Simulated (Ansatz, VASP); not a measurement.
## Sr2AlO in VASP and in Ansatz

```xyz
8
Lattice="-3.6483 3.6483 4.5019 3.6483 -3.6483 4.5019 3.6483 3.6483 -4.5019" Properties=species:S:1:pos:R:3 pbc="T T T"
Sr   -2.6229    1.8242    5.6274
Sr    6.2712    1.8242    1.1255
Sr    1.8242    1.0254   -1.1255
Sr    1.8242    2.6229    3.3765
Al    0.0000    0.0000    4.5019
Al    3.6483    0.0000    2.2510
O     0.0000    0.0000    0.0000
O     0.0000    3.6483    2.2510
```

Change from the starting cell: species swapped into the SiHgP2 type (I-42d, No. 122).

Alike in both runs: functional PBE; k mesh 4 × 4 × 4; occupations gaussian, width 0.2 eV; no spin polarisation.

Ansatz relaxed the structure, and its values are those at the end. VASP's run is a single point on that final structure, the one shown.

```csv
,VASP,Ansatz
version,VASP 6.6.1,Ansatz 0.2.0
potentials or method,"VASP PAW PBE potentials, release 64 (Sr_sv, Al, O), cutoff 600 eV","scalar-relativistic, plane waves, PAW"
valence electrons in the cell,58,58
```

Ansatz gave:

| Quantity | Value |
| --- | --- |
| gap on the k mesh at the Fermi level (eV) | none |
| pressure (GPa) | 0.1 |
| rms of the force components (eV/Å) | 0.006 |

Problem. Estimate VASP's values.

Solution. gap on the k mesh at the Fermi level (eV): none; pressure (GPa): 0.3; rms of the force components (eV/Å): 0.016.

A gap of «none» marks a metal or a gap that the smearing closes.
